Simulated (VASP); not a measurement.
Runs of VASP 6.6.1 on P. The structure is that of space group Pm-3m (No. 221), or close to it. The cells are those of the table. This isn't the form of P at room conditions, which is orthorhombic.

| task | cell | k mesh | gap on the mesh (eV) | pressure (GPa) | relaxed volume (Å³/atom) |
| --- | --- | --- | --- | --- | --- |
| single point | a = 2.443 Å, 1 atom | 8 × 8 × 8 | none | (b) | - |
| relaxation of cell and atoms | relaxed from a = 2.443 Å, 1 atom | 18 × 18 × 18 | none | 0.0 | 14.63 |
| relaxation of cell and atoms | relaxed from a = 2.615 Å, 1 atom | 8 × 8 × 8 | none | 0.1 | (a) |
| single point | a = 2.448 Å, 1 atom | 18 × 18 × 18 | none | -0.3 | - |
| single point | a = 2.615 Å, 1 atom | 8 × 8 × 8 | none | -13.6 | - |

Alike in all rows: level PBE; potentials or basis VASP PAW PBE potentials, release 64 (P); no spin polarisation; cutoff (eV) 500; smearing gaussian 0.1 eV.

Problem. Estimate the missing entries.

Solution. (a) 14.55; (b) -0.2.

Caveats: an odd number of electrons without spin polarisation forces a metal; a magnetic or distorted state may lie lower; the volume moved by over 15 % at a fixed basis, so the end points are rough (at least some runs); the cell stands under tension (at least some runs).

A gap of «none» marks levels without a gap at the run's occupations.
